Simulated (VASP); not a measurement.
# Si (Fd-3m) in VASP: a series of runs

The runs below take Si through single point, with PBE.

All numbers are computed with VASP 6.6.1; they aren't measurements. Logs are shortened: lines on timing, memory, paths and dates and some standing lists are left out, and cuts for length are marked.

## Step 1: The cell of the first run

The structure is cubic, space group Fd-3m (No. 227). The conventional cell has a = 5.242 Å, b = 5.242 Å, c = 5.242 Å, α = 90.00°, β = 90.00°, γ = 90.00°. Si (site symmetry -43m) has 4 Si at 2.27 Å within 3.0 Å.

## Step 2: Single point, PBE (volume scaled by 0.880)

Input file INCAR:

```
  PREC = Accurate
  ENCUT = 520
  EDIFF = 1E-6
  ISMEAR = 0
  SIGMA = 0.05
  LREAL = F
  LASPH = T
  NELM = 100
  ALGO = Normal
  ISIF = 2
  LWAVE = F
  LCHARG = F
  GGA = PE
  NBANDS = 11
```

Input file KPOINTS:

```
Automatic mesh
0
Gamma
  14 14 14
```

Input file POSCAR:

```
Si
1.0
    0.0000000000      2.6210453172      2.6210453172
    2.6210453172      0.0000000000      2.6210453172
    2.6210453172      2.6210453172      0.0000000000
Si
2
Direct
    0.7500000000      0.7500000000      0.7500000000
    0.5000000000      0.5000000000      0.5000000000
```

Potentials or basis: VASP PAW PBE potentials, release 64 (Si).

Command:

```sh
$ cat potpaw_PBE.64/Si/POTCAR > POTCAR
$ mpirun -np 1 vasp_std > vasp.out
```

OUTCAR:

```text
PREC = Accurate
   ENCUT = 520
   EDIFF = 1E-6
   ISMEAR = 0
   LREAL = F
   LASPH = T
   NELM = 100
   ISIF = 2
   GGA = PE

 ion  position               nearest neighbor table
   1  0.750  0.750  0.750-   2 2.27   2 2.27   2 2.27   2 2.27
   2  0.500  0.500  0.500-   1 2.27   1 2.27   1 2.27   1 2.27

  LATTYP: Found a face centered cubic cell.
 ALAT       =     5.2420906344

  Lattice vectors:

 A1 = (   0.0000000000,   2.6210453172,   2.6210453172)
 A2 = (   2.6210453172,   0.0000000000,   2.6210453172)
 A3 = (   2.6210453172,   2.6210453172,   0.0000000000)

Analysis of symmetry for initial positions (statically):
=====================================================================
 Subroutine PRICEL returns:
 Original cell was already a primitive cell.

 Routine SETGRP: Setting up the symmetry group for a
 face centered cubic supercell.

 Subroutine GETGRP returns: Found 48 space group operations
 (whereof 24 operations were pure point group operations)
 out of a pool of 48 trial point group operations.

The static configuration has the point symmetry T_d .
 The point group associated with its full space group is O_h .

Analysis of symmetry for dynamics (positions and initial velocities):
=====================================================================
 Subroutine PRICEL returns:
 Original cell was already a primitive cell.

 Routine SETGRP: Setting up the symmetry group for a
 face centered cubic supercell.

 Subroutine GETGRP returns: Found 48 space group operations
 (whereof 24 operations were pure point group operations)
 out of a pool of 48 trial point group operations.

The dynamic configuration has the point symmetry T_d .
 The point group associated with its full space group is O_h .

 Subroutine INISYM returns: Found 48 space group operations
 (whereof 24 operations are pure point group operations),
 and found     1 'primitive' translations

----------------------------------------------------------------------------------------

                                     Primitive cell

  volume of cell :      36.0125

  direct lattice vectors                    reciprocal lattice vectors
     0.000000000  2.621045317  2.621045317    -0.190763585  0.190763585  0.190763585
     2.621045317  0.000000000  2.621045317     0.190763585 -0.190763585  0.190763585
     2.621045317  2.621045317  0.000000000     0.190763585  0.190763585 -0.190763585

  length of vectors
     3.706717835  3.706717835  3.706717835     0.330412221  0.330412221  0.330412221

  position of ions in fractional coordinates (direct lattice)
     0.750000000  0.750000000  0.750000000
     0.500000000  0.500000000  0.500000000
[... 82 lines left out ...]
   NFREE  =      0    steps in history (QN), initial steepest desc. (CG)
   ISIF   =      2    stress and relaxation
   ISYM   =      2    0-nonsym 1-usesym 2-fastsym
   POTIM  = 0.5000    time-step for ionic-motion
   TEBEG  =    0.0;   TEEND  =   0.0 temperature during run
   PSTRESS=    0.0 pullay stress
   NELECT =       8.0000    total number of electrons
   NUPDOWN=      -1.0000    fix difference up-down
   EMIN   =  10.00;   EMAX   =-10.00  energy-range for DOS
   EFERMI =   0.00;   METHOD = LEGACY
   ISMEAR =     0;   SIGMA  =   0.05  broadening in eV -4-tet -1-fermi 0-gaus
   EFERMI_NEDOS =   21; number of points for ismear=-14 and -15
   IALGO  =     38    algorithm
   IMIX   =      4    mixing-type and parameters
     AMIX     =   0.40;   BMIX     =  1.00
     AMIX_MAG =   1.60;   BMIX_MAG =  1.00
  volume/ion in A,a.u.               =      18.01       121.51
  Fermi-wavevector in a.u.,A,eV,Ry     =   0.991487  1.873638 13.375156  0.983046
  Thomas-Fermi vector in A             =   2.123232
   LORBIT       =      0    0 simple, 1 ext, 2 COOP (PROOUT), +10 PAW based schemes
   GGA     = PE    functional components
   LHFCALC =     F    Hartree Fock is set to
   AEXX    =    0.0000 exact exchange contribution
   IVDW    =     0    specifies the selected vdW correction
   LEPSILON=     F    determine dielectric tensor
   LRPA    =     F    only Hartree local field effects (RPA)
 non-spin polarized calculation
 Gauss-broadening in eV      SIGMA  =   0.05
  energy-cutoff  :      520.00
  volume of cell :       36.01
 maximum number of plane-waves:       984
   NGX = 13   NGY = 13   NGZ = 13

 number of electron       7.9999999 magnetization

 Free energy of the ion-electron system (eV)
  ---------------------------------------------------
  ext. energy  EPLUGINS =         0.00000000
  ---------------------------------------------------
  free energy    TOTEN  =       -10.64853717 eV

  energy without entropy =      -10.64853717  energy(sigma->0) =      -10.64853717

 E-fermi :   7.1295     XC(G=0):  -9.8302

 val. band max:        6.9521139831   @ k =   0.0000   0.0000   0.0000
 cond. band min:       7.3105523282   @ k =   0.4286   0.4286   0.0000
 fundamental gap:      0.3584383451
 Fermi energy:         7.1295008310

 k-point     1 :       0.0000    0.0000    0.0000
  band No.  band energies     occupation
      1      -5.7697      2.00000
      2       6.9521      2.00000
      3       6.9521      2.00000
      4       6.9521      2.00000
      5       9.5538      0.00000
      6       9.5538      0.00000
      7       9.5538      0.00000
      8      11.5926      0.00000
      9      14.7164      0.00000
     10      14.7164      0.00000
     11      15.3510      0.00000
[... 309 lines left out ...]
 k-point    24 :       0.2857    0.1429    0.0000
  band No.  band energies     occupation
      1      -4.7134      2.00000
      2       3.0559      2.00000
      3       5.2718      2.00000
      4       5.2952      2.00000
      5       9.0237      0.00000
      6      11.2962      0.00000
      7      11.4625      0.00000
      8      11.9177      0.00000
      9      15.5953      0.00000
     10      16.0830      0.00000
     11      17.6408      0.00000

 [... further k-points ...]
[... 5 lines left out ...]
  --------------------------------------------------------------------------------------
  -------------------------------------------------------------------------------------
  Total        3.3183263      3.3183263      3.3183263      0.0000000      0.0000000      0.0000000
  in kB      147.6304977    147.6304977    147.6304977      0.0000000      0.0000000      0.0000000
  external PRESSURE =     147.6304977 kB  Pullay stress =       0.0000000 kB

 VOLUME and BASIS-vectors are now :
 -----------------------------------------------------------------------------
  energy-cutoff  :      520.00
  volume of cell :       36.01
      direct lattice vectors                 reciprocal lattice vectors
     0.000000000  2.621045317  2.621045317    -0.190763585  0.190763585  0.190763585
     2.621045317  0.000000000  2.621045317     0.190763585 -0.190763585  0.190763585
     2.621045317  2.621045317  0.000000000     0.190763585  0.190763585 -0.190763585

 POSITION                                       TOTAL-FORCE (eV/Angst)
 -----------------------------------------------------------------------------------
      3.93157      3.93157      3.93157        -0.000000     -0.000000      0.000000
      2.62105      2.62105      2.62105         0.000000      0.000000     -0.000000
 -----------------------------------------------------------------------------------
    total drift:                                0.000000      0.000000     -0.000000

  FREE ENERGIE OF THE ION-ELECTRON SYSTEM (eV)
  ---------------------------------------------------
  free  energy   TOTEN  =       -10.6485371685 eV

  energy  without entropy=      -10.6485371683  energy(sigma->0) =      -10.64853717
```

OSZICAR:

```text
N       E                     dE             d eps       ncg     rms          rms(c)
DAV:   1     0.917360744650E+01    0.91736E+01   -0.33768E+03  2288   0.598E+02
DAV:   2    -0.103016660363E+02   -0.19475E+02   -0.18556E+02  3101   0.886E+01
DAV:   3    -0.108942127306E+02   -0.59255E+00   -0.59049E+00  2940   0.136E+01
DAV:   4    -0.108982081987E+02   -0.39955E-02   -0.39950E-02  2709   0.141E+00
DAV:   5    -0.108982445433E+02   -0.36345E-04   -0.36344E-04  2915   0.127E-01    0.560E+00
DAV:   6    -0.107220771424E+02    0.17617E+00   -0.10941E-01  2558   0.136E+00    0.345E+00
DAV:   7    -0.106472199705E+02    0.74857E-01   -0.19273E-01  2575   0.192E+00    0.310E-01
DAV:   8    -0.106483491251E+02   -0.11292E-02   -0.74488E-03  2647   0.479E-01    0.918E-02
DAV:   9    -0.106485116035E+02   -0.16248E-03   -0.15138E-04  2805   0.807E-02    0.672E-02
DAV:  10    -0.106485371541E+02   -0.25551E-04   -0.23019E-05  2689   0.277E-02    0.106E-02
DAV:  11    -0.106485371685E+02   -0.14464E-07   -0.19846E-06  2742   0.736E-03
   1 F= -.10648537E+02 E0= -.10648537E+02  d E =-.230085E-09
```

stdout:

```text
POSCAR found type information on POSCAR Si
 POSCAR found :  1 types and       2 ions
 scaLAPACK will be used
 LDA part: xc-table for (Slater+PW92), standard interpolation
 POSCAR, INCAR and KPOINTS ok, starting setup
 FFT: planning ... GRIDC
 FFT: planning ... GRID_SOFT
 FFT: planning ... GRID
 WAVECAR not read
 entering main loop
```

Run time: 33 s. Hardware: 1 thread of Intel Xeon Platinum 8259CL at 2.50GHz (Skylake/Cascade Lake), shared host; peak memory 0.16 GiB.

Results:

* Free energy: -10.6485 eV
* Pressure: 14.8 GPa
* Band gap on the k mesh: 0.36 eV, indirect (least direct gap 2.60 eV)

 A k mesh can miss the band edges.

## Step 3: Single point, PBE (volume scaled by 0.640)

INCAR is that of step 2.

Input file KPOINTS:

```
regular mesh
0
Gamma
  16 16 16
```

Input file POSCAR:

```
Si
1.0
    0.0000000000      2.3570762421      2.3570762421
    2.3570762421      0.0000000000      2.3570762421
    2.3570762421      2.3570762421      0.0000000000
Si
2
Direct
    0.7500000000      0.7500000000      0.7500000000
    0.5000000000      0.5000000000      0.5000000000
```

Potentials or basis: VASP PAW PBE potentials, release 64 (Si).

Command:

```sh
$ cat potpaw_PBE.64/Si/POTCAR > POTCAR
$ mpirun -np 1 vasp_std > vasp.out
```

It took 43 s on 1 thread of Intel Xeon Platinum 8259CL at 2.50GHz (Skylake/Cascade Lake), shared host; peak memory 0.16 GiB.

The run converged. Its results:

- Free energy: -7.7689 eV
- Pressure: 96.5 GPa
- Band gap on the k mesh: zero (band 4 reaches 11.04 eV, above the bottom of band 5 at 10.52 eV)

Levels at points of the mesh, in eV from the Fermi level:
| k point | band 1 | band 2 | band 3 | band 4 | band 5 | band 6 | band 7 | band 8 | band 9 |
| --- | --- | --- | --- | --- | --- | --- | --- | --- | --- |
| (0.00, 0.00, 0.00) | -15.18 | 0.28 | 0.28 | 0.28 | 2.89 | 2.89 | 2.89 | 8.03 | 8.03 |
| (0.50, 0.00, 0.00) | -11.53 | -9.28 | -1.27 | -1.27 | 3.07 | 3.07 | 3.30 | 8.37 | 11.88 |
| (0.50, 0.50, 0.00) | -9.27 | -9.27 | -3.84 | -3.84 | -0.21 | -0.21 | 12.64 | 12.64 | 14.41 |

## Step 4: Single point, PBE (volume scaled by 0.920)

Input file INCAR:

```
PREC = Accurate ; ENCUT = 520
EDIFF = 1E-7 ; ISMEAR = 0
SIGMA = 0.05 ; LREAL = F
LASPH = T ; NELM = 80
ALGO = Normal ; ISIF = 2
LWAVE = F ; LCHARG = T
GGA = PE ; LELF = T
LVHAR = T ; NBANDS = 11
```

Input file KPOINTS:

```
regular mesh
0
Gamma
  14 14 14
```

Input file POSCAR:

```
Si
1.0
    0.0000000000      2.6601711649      2.6601711649
    2.6601711649      0.0000000000      2.6601711649
    2.6601711649      2.6601711649      0.0000000000
Si
2
Direct
    0.7500000000      0.7500000000      0.7500000000
    0.5000000000      0.5000000000      0.5000000000
```

Potentials or basis: VASP PAW PBE potentials, release 64 (Si).

Command:

```sh
$ cat potpaw_PBE.64/Si/POTCAR > POTCAR
$ mpirun -np 1 vasp_std > vasp.out
```

OUTCAR:

```text
PREC = Accurate
   ENCUT = 520
   EDIFF = 1E-7
   ISMEAR = 0
   LREAL = F
   LASPH = T
   NELM = 80
   ISIF = 2
   GGA = PE

 ion  position               nearest neighbor table
   1  0.750  0.750  0.750-   2 2.30   2 2.30   2 2.30   2 2.30
   2  0.500  0.500  0.500-   1 2.30   1 2.30   1 2.30   1 2.30

  LATTYP: Found a face centered cubic cell.
 ALAT       =     5.3203423298

  Lattice vectors:

 A1 = (   0.0000000000,   2.6601711649,   2.6601711649)
[... 524 lines left out ...]
------------------------ aborting loop because EDIFF is reached ----------------------------------------

  FORCE on cell =-STRESS in cart. coord.  units (eV):
  Direction    XX          YY          ZZ          XY          YZ          ZX
  --------------------------------------------------------------------------------------
  -------------------------------------------------------------------------------------
  Total        2.0537054      2.0537054      2.0537054      0.0000000     -0.0000000      0.0000000
  in kB       87.3956863     87.3956863     87.3956863      0.0000000     -0.0000000      0.0000000
  external PRESSURE =      87.3956863 kB  Pullay stress =       0.0000000 kB

 VOLUME and BASIS-vectors are now :
 -----------------------------------------------------------------------------
  energy-cutoff  :      520.00
  volume of cell :       37.65
      direct lattice vectors                 reciprocal lattice vectors
     0.000000000  2.660171165  2.660171165    -0.187957830  0.187957830  0.187957830
     2.660171165  0.000000000  2.660171165     0.187957830 -0.187957830  0.187957830
     2.660171165  2.660171165  0.000000000     0.187957830  0.187957830 -0.187957830

 POSITION                                       TOTAL-FORCE (eV/Angst)
 -----------------------------------------------------------------------------------
      3.99026      3.99026      3.99026        -0.000000     -0.000000     -0.000000
      2.66017      2.66017      2.66017         0.000000      0.000000      0.000000
 -----------------------------------------------------------------------------------
    total drift:                                0.000000      0.000000     -0.000000

  FREE ENERGIE OF THE ION-ELECTRON SYSTEM (eV)
  ---------------------------------------------------
  free  energy   TOTEN  =       -10.7675888084 eV

  energy  without entropy=      -10.7675888084  energy(sigma->0) =      -10.76758881
```

Wall time 34 s (1 thread of Intel Xeon Platinum 8259CL at 2.50GHz (Skylake/Cascade Lake), shared host); peak memory 0.17 GiB.

Results:

| Item | Value |
| --- | --- |
| Free energy | -10.7676 eV |
| Pressure | 8.7 GPa |
| Band gap on the k mesh | 0.45 eV, indirect (least direct gap 2.59 eV) |

## Step 5: Overview

| cell | k mesh | gap on the mesh (eV) | pressure (GPa) |
| --- | --- | --- | --- |
| a = 3.707 Å, angles 60.0°, 2 atoms | 14 × 14 × 14 | 0.36 | 14.8 |
| a = 3.333 Å, angles 60.0°, 2 atoms | 16 × 16 × 16 | none | 96.5 |
| a = 3.762 Å, angles 60.0°, 2 atoms | 14 × 14 × 14 | 0.45 | 8.7 |

Alike in all rows: task single point; level PBE; potentials or basis VASP PAW PBE potentials, release 64 (Si); no spin polarisation; cutoff (eV) 520; smearing gaussian 0.05 eV.

Absolute energies hang on the potentials; compare differences alone.
